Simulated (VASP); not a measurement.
GaAs, 2 atoms in the cell. It takes space group F-43m (No. 216, cubic). Conventional cell: a = 5.616 Å, b = 5.616 Å, c = 5.616 Å, α = 90.00°, β = 90.00°, γ = 90.00°. Within 3.2 Å of As (site symmetry -43m) lie 4 Ga at 2.43 Å. Within 3.2 Å of Ga (site symmetry -43m) lie 4 As at 2.43 Å. 

- Program: VASP 6.6.1
- Task: single point
- Functional: r2SCAN50
- Potentials or basis: VASP PAW PBE potentials, release 64 (As_d, Ga_d)
- Cutoff: 440 eV
- k mesh: 4 × 4 × 4
- Occupations: fermi-dirac, width 0.05 eV
- Spin: no spin polarisation
- Dipole correction: no
- Grid for exact exchange (PRECFOCK): Normal
- Further INCAR settings: ALGO = Normal; EDIFF = 1e-06; NBANDS = 21
- Share of exact exchange: 0.5

Potentials or basis: VASP PAW PBE potentials, release 64 (As_d, Ga_d).

Command:

```bash
$ cat potpaw_PBE.64/As_d/POTCAR potpaw_PBE.64/Ga_d/POTCAR > POTCAR
$ cp INCAR.step1 INCAR
$ mpirun -np 1 vasp_std > vasp.out
$ cp INCAR.step2 INCAR
$ mpirun -np 1 vasp_std > vasp.out
```

Hardware: 1 thread of Intel(R) Xeon(R) Platinum 8375C CPU @ 2.90GHz (Ice Lake) (shared host).

**Question.** Estimate the wall time of this run.

**Answer.** Wall time 19 min on 1 thread of Intel(R) Xeon(R) Platinum 8375C CPU @ 2.90GHz (Ice Lake), with other jobs on the host, peak memory 0.17 GiB. Counts: k points 8.
